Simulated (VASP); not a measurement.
# GaAs (F-43m) in VASP: further runs

Aim: see how the results for GaAs move with the level of theory and the settings. Levels: PBE, PBEsol. Tasks: single point.

Everything below comes from runs of VASP 6.6.1. Logs are shortened: lines on timing, memory, paths and dates and some standing lists are left out, and cuts for length are marked.

**What was measured.**

From “Evidence of valence band perturbations in GaAsN/GaAs(001): A combined variable-angle spectroscopic ellipsometry and modulated photoreflectance investigation”, 2008, arxiv:0805.2212, for a bulk crystal of GaAs at 300 K: band gap 1.412 ± 0.01 eV (direct).

How close the calculation comes is told below.

### 1 The cell of the first run

Symmetry: F-43m, No. 216, cubic system. The conventional cell has a = 5.666 Å, b = 5.666 Å, c = 5.666 Å, α = 90.00°, β = 90.00°, γ = 90.00°. Within 3.2 Å of Ga (site symmetry -43m) lie 4 As at 2.45 Å. As (site symmetry -43m) has 4 Ga at 2.45 Å within 3.2 Å.

### 2 Single point, PBE

Contents of INCAR:

```
SYSTEM = GaAs
  ALGO = Normal
  EDIFF = 1E-6
  ENCUT = 500
  GGA = PE
  GGA_COMPAT = .FALSE.
  ISIF = 2
  ISMEAR = 0
  LASPH = .TRUE.
  LCHARG = .FALSE.
  LREAL = .FALSE.
  LWAVE = .FALSE.
  NBANDS = 16
  NELM = 120
  PREC = Accurate
  SIGMA = 0.01
```

Contents of KPOINTS:

```
k-points
0
G
  4 4 4
  0 0 0
```

Contents of POSCAR:

```
GaAs
1.0
    0.0000000000      2.8330831910      2.8330831910
    2.8330831910      0.0000000000      2.8330831910
    2.8330831910      2.8330831910      0.0000000000
Ga As
1 1
Direct
    0.0000000000      0.0000000000      0.0000000000
    0.2500000000      0.2500000000      0.2500000000
```

Potentials or basis: VASP PAW PBE potentials, release 64 (Ga_d, As).

Run with:

```sh
$ cat potpaw_PBE.64/Ga_d/POTCAR potpaw_PBE.64/As/POTCAR > POTCAR
$ mpirun -np 1 vasp_std > vasp.out
```

OUTCAR:

```text
SYSTEM = GaAs
   EDIFF = 1E-6
   ENCUT = 500
   GGA = PE
   ISIF = 2
   ISMEAR = 0
   LASPH = .TRUE.
   LREAL = .FALSE.
   NELM = 120
   PREC = Accurate

 ion  position               nearest neighbor table
   1  0.000  0.000  0.000-   2 2.45   2 2.45   2 2.45   2 2.45
   2  0.250  0.250  0.250-   1 2.45   1 2.45   1 2.45   1 2.45

  LATTYP: Found a face centered cubic cell.
 ALAT       =     5.6661663820

  Lattice vectors:

 A1 = (   0.0000000000,   2.8330831910,   2.8330831910)
 A2 = (   2.8330831910,   0.0000000000,   2.8330831910)
 A3 = (   2.8330831910,   2.8330831910,   0.0000000000)

Analysis of symmetry for initial positions (statically):
=====================================================================
 Subroutine PRICEL returns:
 Original cell was already a primitive cell.

 Routine SETGRP: Setting up the symmetry group for a
 face centered cubic supercell.

 Subroutine GETGRP returns: Found 24 space group operations
 (whereof 24 operations were pure point group operations)
 out of a pool of 48 trial point group operations.

The static configuration has the point symmetry T_d .

Analysis of symmetry for dynamics (positions and initial velocities):
=====================================================================
 Subroutine PRICEL returns:
 Original cell was already a primitive cell.

 Routine SETGRP: Setting up the symmetry group for a
 face centered cubic supercell.

 Subroutine GETGRP returns: Found 24 space group operations
 (whereof 24 operations were pure point group operations)
 out of a pool of 48 trial point group operations.

The dynamic configuration has the point symmetry T_d .

 Subroutine INISYM returns: Found 24 space group operations
 (whereof 24 operations are pure point group operations),
 and found     1 'primitive' translations

----------------------------------------------------------------------------------------

                                     Primitive cell

  volume of cell :      45.4787

  direct lattice vectors                    reciprocal lattice vectors
     0.000000000  2.833083191  2.833083191    -0.176486169  0.176486169  0.176486169
     2.833083191  0.000000000  2.833083191     0.176486169 -0.176486169  0.176486169
     2.833083191  2.833083191  0.000000000     0.176486169  0.176486169 -0.176486169

  length of vectors
     4.006584672  4.006584672  4.006584672     0.305683012  0.305683012  0.305683012

  position of ions in fractional coordinates (direct lattice)
     0.000000000  0.000000000  0.000000000
     0.250000000  0.250000000  0.250000000

  ion indices of the primitive-cell ions
   primitive index   ion index
                 1           1
                 2           2

----------------------------------------------------------------------------------------

 KPOINTS: k-points

Automatic generation of k-mesh.
 Grid dimensions read from file:
 generate k-points for:    4    4    4

 Generating k-lattice:

  Cartesian coordinates                     Fractional coordinates (reciprocal lattice)
    -0.044121542  0.044121542  0.044121542     0.250000000  0.000000000  0.000000000
     0.044121542 -0.044121542  0.044121542     0.000000000  0.250000000  0.000000000
     0.044121542  0.044121542 -0.044121542     0.000000000  0.000000000  0.250000000

  Length of vectors
     0.076420753  0.076420753  0.076420753

  Shift w.r.t. Gamma in fractional coordinates (k-lattice)
     0.000000000  0.000000000  0.000000000

 Subroutine IBZKPT returns following result:
 ===========================================

 Found      8 irreducible k-points:

 Following reciprocal coordinates:
            Coordinates               Weight
  0.000000  0.000000  0.000000      1.000000
  0.250000  0.000000  0.000000      8.000000
  0.500000  0.000000  0.000000      4.000000
  0.250000  0.250000  0.000000      6.000000
  0.500000  0.250000  0.000000     24.000000
 -0.250000  0.250000  0.000000     12.000000
  0.500000  0.500000  0.000000      3.000000
 -0.250000  0.500000  0.250000      6.000000
   k-points           NKPTS =      8   k-points in BZ     NKDIM =      8   number of bands    NBANDS=     16
   number of dos      NEDOS =    301   number of ions     NIONS =      2
   total plane-waves  NPLWV =  27000
   dimension x,y,z NGX =    30 NGY =   30 NGZ =   30
   dimension x,y,z NGXF=    60 NGYF=   60 NGZF=   60
   ions per type =               1   1
   NGX,Y,Z   is equivalent  to a cutoff of  12.45, 12.45, 12.45 a.u.
   NGXF,Y,Z  is equivalent  to a cutoff of  24.90, 24.90, 24.90 a.u.
 SYSTEM =  GaAs
   PREC   = accura    normal or accurate (medium, high low for compatibility)
   ISTART =      0    job   : 0-new  1-cont  2-samecut
   ICHARG =      2    charge: 1-file 2-atom 10-const
   ISPIN  =      1    spin polarized calculation?
   LNONCOLLINEAR =      F non collinear calculations
   LSORBIT =      F    spin-orbit coupling
   LASPH  =      T    aspherical Exc in radial PAW
   ENCUT  =  500.0 eV  36.75 Ry    6.06 a.u.   7.30  7.30  7.30*2*pi/ulx,y,z
   NELM   =    120;   NELMIN=  2; NELMDL= -5     # of ELM steps
   EDIFF  = 0.1E-05   stopping-criterion for ELM
   LREAL  =      F    real-space projection
   EDIFFG = 0.1E-04   stopping-criterion for IOM
   NSW    =      0    number of steps for IOM
   IBRION =     -1    ionic relax: 0-MD 1-quasi-New 2-CG
   NFREE  =      0    steps in history (QN), initial steepest desc. (CG)
   ISIF   =      2    stress and relaxation
   ISYM   =      2    0-nonsym 1-usesym 2-fastsym
   POTIM  = 0.5000    time-step for ionic-motion
   TEBEG  =    0.0;   TEEND  =   0.0 temperature during run
   PSTRESS=    0.0 pullay stress
   NELECT =      18.0000    total number of electrons
   NUPDOWN=      -1.0000    fix difference up-down
   EMIN   =  10.00;   EMAX   =-10.00  energy-range for DOS
   EFERMI =   0.00;   METHOD = LEGACY
   ISMEAR =     0;   SIGMA  =   0.01  broadening in eV -4-tet -1-fermi 0-gaus
   EFERMI_NEDOS =   21; number of points for ismear=-14 and -15
   IALGO  =     38    algorithm
   IMIX   =      4    mixing-type and parameters
     AMIX     =   0.40;   BMIX     =  1.00
     AMIX_MAG =   1.60;   BMIX_MAG =  1.00
  volume/ion in A,a.u.               =      22.74       153.45
  Fermi-wavevector in a.u.,A,eV,Ry     =   1.201978  2.271408 19.657016  1.444750
  Thomas-Fermi vector in A             =   2.337772
   LORBIT       =      0    0 simple, 1 ext, 2 COOP (PROOUT), +10 PAW based schemes
   GGA     = PE    functional components
   LHFCALC =     F    Hartree Fock is set to
   AEXX    =    0.0000 exact exchange contribution
   IVDW    =     0    specifies the selected vdW correction
   LEPSILON=     F    determine dielectric tensor
   LRPA    =     F    only Hartree local field effects (RPA)
 non-spin polarized calculation
 Gauss-broadening in eV      SIGMA  =   0.01
  energy-cutoff  :      500.00
  volume of cell :       45.48
 maximum number of plane-waves:      1174
 NGX is ok and might be reduce to    30
   NGX = 15   NGY = 15   NGZ = 15

 number of electron      17.9999990 magnetization

 Free energy of the ion-electron system (eV)
  ---------------------------------------------------
  ext. energy  EPLUGINS =         0.00000000
  ---------------------------------------------------
  free energy    TOTEN  =        -8.07956828 eV

  energy without entropy =       -8.07956828  energy(sigma->0) =       -8.07956828

 E-fermi :   3.9730     XC(G=0):  -9.5309

 val. band max:        3.9193153471   @ k =   0.0000   0.0000   0.0000
 cond. band min:       4.3782572063   @ k =   0.0000   0.0000   0.0000
 fundamental gap:      0.4589418591
 Fermi energy:         3.9730131356

 k-point     1 :       0.0000    0.0000    0.0000
  band No.  band energies     occupation
      1     -10.9331      2.00000
      2     -10.9331      2.00000
      3     -10.9331      2.00000
      4     -10.8569      2.00000
      5     -10.8569      2.00000
      6      -8.7616      2.00000
[... 8 lines left out ...]
     15      13.9959      0.00000
     16      13.9959      0.00000

 k-point     2 :       0.2500    0.0000    0.0000
  band No.  band energies     occupation
      1     -10.9733      2.00000
      2     -10.9222      2.00000
      3     -10.9222      2.00000
      4     -10.8566      2.00000
      5     -10.8566      2.00000
      6      -8.0753      2.00000
[... 8 lines left out ...]
     15      12.9090      0.00000
     16      12.9090      0.00000

 k-point     3 :       0.5000    0.0000    0.0000
  band No.  band energies     occupation
      1     -11.0080      2.00000
      2     -10.9143      2.00000
      3     -10.9143      2.00000
      4     -10.8531      2.00000
      5     -10.8531      2.00000
      6      -7.0111      2.00000
[... 8 lines left out ...]
     15      15.7325      0.00000
     16      15.7325      0.00000

 k-point     4 :       0.2500    0.2500    0.0000
  band No.  band energies     occupation
      1     -10.9931      2.00000
      2     -10.9098      2.00000
      3     -10.9098      2.00000
      4     -10.8681      2.00000
      5     -10.8507      2.00000
      6      -7.8412      2.00000
[... 8 lines left out ...]
     15      14.9949      0.00000
     16      15.2774      0.00000

 k-point     5 :       0.5000    0.2500    0.0000
  band No.  band energies     occupation
      1     -11.0194      2.00000
      2     -10.9039      2.00000
      3     -10.8988      2.00000
      4     -10.8674      2.00000
      5     -10.8500      2.00000
      6      -6.7225      2.00000
[... 8 lines left out ...]
     15      15.8821      0.00000
     16      16.4468      0.00000

 k-point     6 :      -0.2500    0.2500    0.0000
  band No.  band energies     occupation
      1     -11.0051      2.00000
      2     -10.9106      2.00000
      3     -10.9086      2.00000
      4     -10.8587      2.00000
      5     -10.8565      2.00000
      6      -7.1343      2.00000
[... 8 lines left out ...]
     15      14.2166      0.00000
     16      16.5518      0.00000

 k-point     7 :       0.5000    0.5000    0.0000
  band No.  band energies     occupation
      1     -11.0390      2.00000
      2     -10.8854      2.00000
      3     -10.8854      2.00000
      4     -10.8816      2.00000
      5     -10.8444      2.00000
      6      -6.2728      2.00000
[... 8 lines left out ...]
     15      17.1919      0.00000
     16      17.2233      0.00000

 k-point     8 :      -0.2500    0.5000    0.2500
  band No.  band energies     occupation
      1     -11.0262      2.00000
      2     -10.9031      2.00000
      3     -10.8900      2.00000
      4     -10.8673      2.00000
      5     -10.8529      2.00000
      6      -6.2160      2.00000
[... 8 lines left out ...]
     15      16.0550      0.00000
     16      17.1813      0.00000

------------------------ aborting loop because EDIFF is reached ----------------------------------------

  FORCE on cell =-STRESS in cart. coord.  units (eV):
  Direction    XX          YY          ZZ          XY          YZ          ZX
  --------------------------------------------------------------------------------------
  -------------------------------------------------------------------------------------
  Total        0.9065268      0.9065268      0.9065268      0.0000000      0.0000000     -0.0000000
  in kB       31.9361994     31.9361994     31.9361994      0.0000000      0.0000000     -0.0000000
  external PRESSURE =      31.9361994 kB  Pullay stress =       0.0000000 kB

 VOLUME and BASIS-vectors are now :
 -----------------------------------------------------------------------------
  energy-cutoff  :      500.00
  volume of cell :       45.48
      direct lattice vectors                 reciprocal lattice vectors
     0.000000000  2.833083191  2.833083191    -0.176486169  0.176486169  0.176486169
     2.833083191  0.000000000  2.833083191     0.176486169 -0.176486169  0.176486169
     2.833083191  2.833083191  0.000000000     0.176486169  0.176486169 -0.176486169

 POSITION                                       TOTAL-FORCE (eV/Angst)
 -----------------------------------------------------------------------------------
      0.00000      0.00000      0.00000        -0.000000     -0.000000     -0.000000
      1.41654      1.41654      1.41654         0.000000      0.000000      0.000000
 -----------------------------------------------------------------------------------
    total drift:                               -0.000000     -0.000000      0.000000

  FREE ENERGIE OF THE ION-ELECTRON SYSTEM (eV)
  ---------------------------------------------------
  free  energy   TOTEN  =        -8.0795682794 eV

  energy  without entropy=       -8.0795682794  energy(sigma->0) =       -8.07956828
```

It took 11 s on 1 thread of Intel Xeon Platinum 8488C (Sapphire Rapids), shared host; peak memory 0.16 GiB.

What came out:

* Free energy: -8.0796 eV
* Pressure: 3.2 GPa
* Band gap on the k mesh: 0.46 eV, direct

Levels at points of the mesh, in eV from the valence-band top:
| k point | band 7 | band 8 | band 9 | band 10 | band 11 | band 12 |
| --- | --- | --- | --- | --- | --- | --- |
| (0.00, 0.00, 0.00) | 0.00 | 0.00 | 0.00 | 0.46 | 3.69 | 3.69 |
| (0.50, 0.00, 0.00) | -6.63 | -1.14 | -1.14 | 0.96 | 4.60 | 4.60 |
| (0.50, 0.50, 0.00) | -6.82 | -2.67 | -2.67 | 1.45 | 1.64 | 10.09 |

Caveat: the k points lie up to 0.48 Å⁻¹ apart.

### 3 Single point, PBEsol

Contents of INCAR:

```
SYSTEM = GaAs
  ALGO = Normal
  EDIFF = 1E-6
  ENCUT = 500
  GGA = PS
  GGA_COMPAT = .False.
  ISIF = 2
  ISMEAR = 0
  LASPH = .True.
  LCHARG = .True.
  LELF = .True.
  LREAL = .False.
  LVHAR = .True.
  LWAVE = .False.
  NBANDS = 16
  NELM = 120
  PREC = Accurate
  SIGMA = 0.01
```

Contents of KPOINTS:

```
k-points
0
Gamma
  6 6 6
  0 0 0
```

POSCAR is that of step 2.

Potentials or basis: VASP PAW PBE potentials, release 64 (Ga_d, As).

Run with:

```sh
$ cat potpaw_PBE.64/Ga_d/POTCAR potpaw_PBE.64/As/POTCAR > POTCAR
$ mpirun -np 1 vasp_std > vasp.out
```

Wall time 19 s (1 thread of Intel Xeon Platinum 8488C (Sapphire Rapids), shared host); peak memory 0.16 GiB.

It converged, with:

| Property | Result |
| --- | --- |
| Free energy | -9.0660 eV |
| Pressure | -0.1 GPa |
| Band gap on the k mesh | 0.40 eV, direct |

Levels at points of the mesh, in eV from the valence-band top:
| k point | band 5 | band 6 | band 7 | band 8 | band 9 | band 10 | band 11 | band 12 | band 13 | band 14 |
| --- | --- | --- | --- | --- | --- | --- | --- | --- | --- | --- |
| (0.00, 0.00, 0.00) | -14.70 | -12.71 | 0.00 | 0.00 | 0.00 | 0.40 | 3.68 | 3.68 | 3.68 | 7.36 |
| (0.50, 0.00, 0.00) | -14.69 | -10.95 | -6.65 | -1.14 | -1.14 | 0.91 | 4.58 | 4.58 | 7.57 | 10.23 |
| (0.50, 0.50, 0.00) | -14.68 | -10.21 | -6.83 | -2.68 | -2.68 | 1.36 | 1.57 | 10.07 | 10.07 | 10.82 |

Caveat: the PAW data sets were made with another functional, which shifts forces and pressure a little.

### 4 How close it comes

Step 3. A measured gap of GaAs is 1.412 eV (direct; 300 K; “Evidence of valence band perturbations in GaAsN/GaAs(001): A combined variable-angle spectroscopic ellipsometry and modulated photoreflectance investigation”, 2008, arxiv:0805.2212); the calculated 0.40 eV misses it by -1.01 eV. So large a miss can be the level of theory's own, or it may mean another phase, state or a wrong row. 3 values of this kind are on record (1.412 to 1.51 eV); this one was drawn at random among those near their median, those with a stated uncertainty first. Spin-orbit coupling on As, Ga is left out. The value is that of PBEsol, without temperature or zero-point motion. Semilocal functionals fall short of measured gaps as a rule.
